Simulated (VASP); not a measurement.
Input of a VASP 6.6.1 run:

File INCAR:

```
SYSTEM = LiCl
PREC = Accurate ; ENCUT = 600
EDIFF = 1E-6 ; ISMEAR = 0
SIGMA = 0.02 ; LREAL = Auto
LASPH = .True. ; NELM = 100
ALGO = Normal ; ISIF = 3
LWAVE = .False. ; LCHARG = .False.
GGA = PE ; IBRION = 2
NSW = 65 ; EDIFFG = -0.01
```

The input KPOINTS:

```
Automatic mesh
0
Gamma
  9 9 2
  0 0 0
```

File POSCAR:

```
LiCl
1.0
    3.6417967620      0.0000000000      0.0000000000
   -1.8208983810      3.1538885114      0.0000000000
    0.0000000000      0.0000000000     23.7881152536
Li Cl
8 8
Direct
    0.0000000000      0.0000000000      0.0000000000
    0.3333333333      0.6666666667      0.1250000000
    0.0000000000      0.0000000000      0.2500000000
    0.3333333333      0.6666666667      0.3750000000
    0.0000000000      0.0000000000      0.5000000000
    0.3333333333      0.6666666667      0.6250000000
    0.0000000000      0.0000000000      0.7500000000
    0.6666666667      0.3333333333      0.8750000000
    0.6666666667      0.3333333333      0.0625000000
    0.6666666667      0.3333333333      0.1875000000
    0.6666666667      0.3333333333      0.3125000000
    0.6666666667      0.3333333333      0.4375000000
    0.6666666667      0.3333333333      0.5625000000
    0.6666666667      0.3333333333      0.6875000000
    0.3333333333      0.6666666667      0.8125000000
    0.3333333333      0.6666666667      0.9375000000
```

Potentials or basis: VASP PAW PBE potentials, release 64 (Li_sv, Cl).

Run with:

```bash
$ cat potpaw_PBE.64/Li_sv/POTCAR potpaw_PBE.64/Cl/POTCAR > POTCAR
$ mpirun -np 1 vasp_std > vasp.out
```

(1) What does it give for the band gap on the k mesh?

(2) What does it give for the space group after relaxing (to 0.05 Å)?

(3) Estimate the relaxed volume.

Answers

(1) 5.40 eV, indirect (least direct gap 5.45 eV).

(2) P-6m2 (No. 187).

(3) 17.77 Å³/atom.

Caveat: the cutoff is under 1.25 times the usual one of these potentials, so pressure, stress and relaxed cells hold a basis-set (Pulay) error.
